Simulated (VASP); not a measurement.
# CaO (I4/mmm) in VASP: further runs, part 2 of 2

VASP 6.6.1.

### 3 Single point, r2SCAN (strain +0.080 along x and y, -0.080 along z)

Contents of POSCAR:

```
CaO
1.0
    0.0000000000      2.6449200000      2.2530800000
    2.6449200000      0.0000000000      2.2530800000
    2.6449200000      2.6449200000      0.0000000000
Ca O
1 1
Direct
    0.0000000000      0.0000000000      0.0000000000
    0.5000000000      0.5000000000      0.5000000000
```

Contents of INCAR.step1:

```
SYSTEM = CaO
ALGO     = Normal         ! electronic algorithm
EDIFF    = 1E-4           ! SCF threshold, eV
ENCUT    = 520            ! plane-wave cutoff, eV
GGA      = PE             ! functional
ISMEAR   = 0              ! smearing method
LASPH    = .TRUE.         ! aspherical terms in the spheres
LCHARG   = .FALSE.        ! write CHGCAR
LREAL    = .FALSE.        ! projectors in reciprocal space
LWAVE    = .TRUE.         ! write WAVECAR
NBANDS   = 15             ! bands
NELM     = 80             ! most SCF steps
PREC     = Accurate       ! precision mode
SIGMA    = 0.05           ! smearing width, eV
```

Contents of INCAR.step2:

```
SYSTEM = CaO
ALGO     = Normal         ! electronic algorithm
EDIFF    = 1E-7           ! SCF threshold, eV
ENCUT    = 520            ! plane-wave cutoff, eV
ISIF     = 2              ! what is computed and relaxed
ISMEAR   = 0              ! smearing method
ISTART   = 1            
LASPH    = .TRUE.         ! aspherical terms in the spheres
LCHARG   = .FALSE.        ! write CHGCAR
LMIXTAU  = .TRUE.       
LREAL    = .FALSE.        ! projectors in reciprocal space
LWAVE    = .FALSE.        ! write WAVECAR
METAGGA  = R2SCAN         ! meta-GGA
NBANDS   = 15             ! bands
NELM     = 80             ! most SCF steps
PREC     = Accurate       ! precision mode
SIGMA    = 0.05           ! smearing width, eV
```

Contents of KPOINTS:

```
k-points
0
G
  8 8 8
  0 0 0
```

Potentials or basis: VASP PAW PBE potentials, release 64 (Ca_sv, O).

Run with:

```
$ cat potpaw_PBE.64/Ca_sv/POTCAR potpaw_PBE.64/O/POTCAR > POTCAR
$ cp INCAR.step1 INCAR
$ mpirun -np 1 vasp_std > vasp.out
$ cp INCAR.step2 INCAR
$ mpirun -np 1 vasp_std > vasp.out
```

Run time: 66 s. Hardware: 1 thread of Intel Xeon 6975P-C (Granite Rapids), shared host; peak memory 0.17 GiB.

It converged, with:

| Quantity | Value |
| --- | --- |
| Free energy | -19.1319 eV |
| Pressure | -5.9 GPa |
| Band gap on the k mesh | 3.65 eV, indirect (least direct gap 3.74 eV) |

Stress tensor (GPa, compression positive):
```
-12.75   0.00   0.00
  0.00 -12.75   0.00
  0.00   0.00   7.90
```

Levels at points of the mesh, in eV from the valence-band top:
| k point | band 6 | band 7 | band 8 | band 9 | band 10 | band 11 |
| --- | --- | --- | --- | --- | --- | --- |
| (0.00, 0.00, 0.00) | -0.34 | -0.34 | 0.00 | 3.74 | 6.17 | 6.17 |
| (0.50, 0.00, 0.00) | -2.58 | -1.36 | -1.29 | 6.85 | 7.88 | 8.33 |
| (0.50, 0.50, 0.00) | -0.93 | -0.87 | -0.87 | 3.65 | 8.04 | 8.80 |
| (0.50, 0.00, 0.50) | -1.76 | -0.59 | -0.31 | 4.30 | 7.25 | 8.73 |

Caveat: the cell differs from its parent crystal (strain +0.080 along x and y, -0.080 along z); the PAW data sets were made with another functional, which shifts forces and pressure a little. A k mesh can miss the band edges.

### 4 Single point, r2SCAN (strain +0.000 along x and y, +0.080 along z)

Contents of POSCAR:

```
CaO
1.0
    0.0000000000      2.4490000000      2.6449200000
    2.4490000000      0.0000000000      2.6449200000
    2.4490000000      2.4490000000      0.0000000000
Ca O
1 1
Direct
    0.0000000000      0.0000000000      0.0000000000
    0.5000000000      0.5000000000      0.5000000000
```

Contents of INCAR.step1:

```
SYSTEM = CaO
PREC = Accurate
ENCUT = 520
ISMEAR = 0
SIGMA = 0.05
LREAL = .FALSE.
LASPH = .TRUE.
NELM = 100
NBANDS = 15
GGA = PE
ALGO = Normal
EDIFF = 1E-4
LWAVE = .TRUE.
LCHARG = .FALSE.
```

Contents of INCAR.step2:

```
SYSTEM = CaO
PREC = Accurate
ENCUT = 520
EDIFF = 1E-6
ISMEAR = 0
SIGMA = 0.05
LREAL = .FALSE.
LASPH = .TRUE.
NELM = 100
ALGO = Normal
ISIF = 2
LWAVE = .FALSE.
LCHARG = .FALSE.
METAGGA = R2SCAN
LMIXTAU = .TRUE.
NBANDS = 15
ISTART = 1
```

Contents of KPOINTS:

```
Automatic mesh
0
G
  8 8 8
  0 0 0
```

Potentials or basis: VASP PAW PBE potentials, release 64 (Ca_sv, O).

Run with:

```
$ cat potpaw_PBE.64/Ca_sv/POTCAR potpaw_PBE.64/O/POTCAR > POTCAR
$ cp INCAR.step1 INCAR
$ mpirun -np 1 vasp_std > vasp.out
$ cp INCAR.step2 INCAR
$ mpirun -np 1 vasp_std > vasp.out
```

OUTCAR:

```text
SYSTEM = CaO
   PREC = Accurate
   ENCUT = 520
   EDIFF = 1E-6
   ISMEAR = 0
   LREAL = .FALSE.
   LASPH = .TRUE.
   NELM = 100
   ISIF = 2
   METAGGA = R2SCAN
   ISTART = 1

 ion  position               nearest neighbor table
   1  0.000  0.000  0.000-   2 2.45   2 2.45   2 2.45   2 2.45
   2  0.500  0.500  0.500-   1 2.45   1 2.45   1 2.45   1 2.45

  LATTYP: Found a body centered tetragonal cell.
 ALAT       =     3.4634090143
 C/A-ratio  =     1.5273506474

  Lattice vectors:

[... 620 lines left out ...]

  FORCE on cell =-STRESS in cart. coord.  units (eV):
  Direction    XX          YY          ZZ          XY          YZ          ZX
  --------------------------------------------------------------------------------------
  -------------------------------------------------------------------------------------
  Total       -1.7785381     -1.7785381     -2.7319453      0.0000000     -0.0000000     -0.0000000
  in kB      -89.8159897    -89.8159897   -137.9629515      0.0000000     -0.0000000     -0.0000000
  external PRESSURE =    -105.8649769 kB  Pullay stress =       0.0000000 kB

 VOLUME and BASIS-vectors are now :
 -----------------------------------------------------------------------------
  energy-cutoff  :      520.00
  volume of cell :       31.73
      direct lattice vectors                 reciprocal lattice vectors
     0.000000000  2.449000000  2.644920000    -0.204164965  0.204164965  0.189041635
     2.449000000  0.000000000  2.644920000     0.204164965 -0.204164965  0.189041635
     2.449000000  2.449000000  0.000000000     0.204164965  0.204164965 -0.189041635

 POSITION                                       TOTAL-FORCE (eV/Angst)
 -----------------------------------------------------------------------------------
      0.00000      0.00000      0.00000        -0.000000      0.000000      0.000000
      2.44900      2.44900      2.64492         0.000000     -0.000000      0.000000
 -----------------------------------------------------------------------------------
    total drift:                                0.000000      0.000000      0.000000

  FREE ENERGIE OF THE ION-ELECTRON SYSTEM (eV)
  ---------------------------------------------------
  free  energy   TOTEN  =       -19.2739117873 eV

  energy  without entropy=      -19.2739117873  energy(sigma->0) =      -19.27391179
```

OSZICAR.step1:

```text
N       E                     dE             d eps       ncg     rms          rms(c)
DAV:   1     0.124266518835E+03    0.12427E+03   -0.81007E+03  1770   0.106E+03
DAV:   2    -0.888615082014E+01   -0.13315E+03   -0.12443E+03  2211   0.284E+02
DAV:   3    -0.143101000295E+02   -0.54239E+01   -0.53781E+01  2200   0.588E+01
DAV:   4    -0.144460765365E+02   -0.13598E+00   -0.13592E+00  2492   0.841E+00
DAV:   5    -0.144468995178E+02   -0.82298E-03   -0.82297E-03  2121   0.636E-01    0.866E+00
DAV:   6    -0.127970929581E+02    0.16498E+01   -0.58958E+00  1924   0.216E+01    0.407E+00
DAV:   7    -0.126817663283E+02    0.11533E+00   -0.48032E-01  1925   0.671E+00    0.187E+00
DAV:   8    -0.126764637443E+02    0.53026E-02   -0.84848E-02  2176   0.314E+00    0.372E-01
DAV:   9    -0.126757137994E+02    0.74994E-03   -0.40281E-03  1918   0.515E-01    0.123E-01
DAV:  10    -0.126765362625E+02   -0.82246E-03   -0.89797E-04  2113   0.254E-01    0.616E-02
DAV:  11    -0.126765120423E+02    0.24220E-04   -0.53134E-05  1684   0.870E-02
   1 F= -.12676512E+02 E0= -.12676512E+02  d E =-.262959E-28
```

Wall time 52 s (1 thread of Intel Xeon 6975P-C (Granite Rapids), shared host); peak memory 0.17 GiB.

What came out:

```yaml
Free_energy: -19.2739 eV
Pressure: -10.6 GPa
Band_gap_on_the_k_mesh: 4.11 eV, indirect (least direct gap 4.23 eV)
```

Caveat: the cell differs from its parent crystal (strain +0.000 along x and y, +0.080 along z); the PAW data sets were made with another functional, which shifts forces and pressure a little.

### 5 Summary

| cell | gap on the mesh (eV) | pressure (GPa) |
| --- | --- | --- |
| a = 3.466, b = 3.466, c = 3.602 Å, angles 58.7, 58.7, 62.6°, 2 atoms | 3.92 | -7.5 |
| a = 3.474, b = 3.474, c = 3.740 Å, angles 57.4, 57.4, 65.1°, 2 atoms | 3.65 | -5.9 |
| a = 3.605, b = 3.605, c = 3.463 Å, angles 61.3, 61.3, 57.4°, 2 atoms | 4.11 | -10.6 |

Alike in all rows: task single point; level r2SCAN; potentials or basis VASP PAW PBE potentials, release 64 (Ca_sv, O); no spin polarisation; k mesh 8 × 8 × 8; cutoff (eV) 520; smearing gaussian 0.05 eV.

Caveats: the PAW data sets were made with another functional, which shifts forces and pressure a little.

Absolute energies hang on the potentials; compare differences alone.
